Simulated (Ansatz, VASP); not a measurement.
**Mg: VASP beside Ansatz**

```
Mg
1.0
    -1.52079    1.52079    1.47650
     1.52079   -1.52079    1.47650
     1.52079    1.52079   -1.47650
Mg
1
Direct
  0.00000 0.00000 0.00000
```

Change from the starting cell: equal xx and yy strain of +3 %.

Alike in both runs: task single point; functional PBEsol; k mesh 16 × 16 × 16; occupations fermi-dirac, width 0.05 eV; no spin polarisation.

|  | VASP | Ansatz |
| --- | --- | --- |
| version | VASP 6.6.1 | Ansatz 0.2.0 |
| potentials or method | VASP PAW PBE potentials, release 64 (Mg), cutoff 520 eV | all-electron LAPW, scalar-relativistic |

|  | VASP | Ansatz | Ansatz less VASP |
| --- | --- | --- | --- |
| pressure (GPa) | 49.0 | 48.0 | -0.98 |
| traceless stress, the component that is largest in VASP (GPa) | 1.34 | 1.31 | -0.027 |

VASP's potentials were made for PBE, not for PBEsol. Both programs put the cell under a high pressure, so it lies far from rest at this level. Ansatz ran all-electron here, and VASP with PAW potentials.
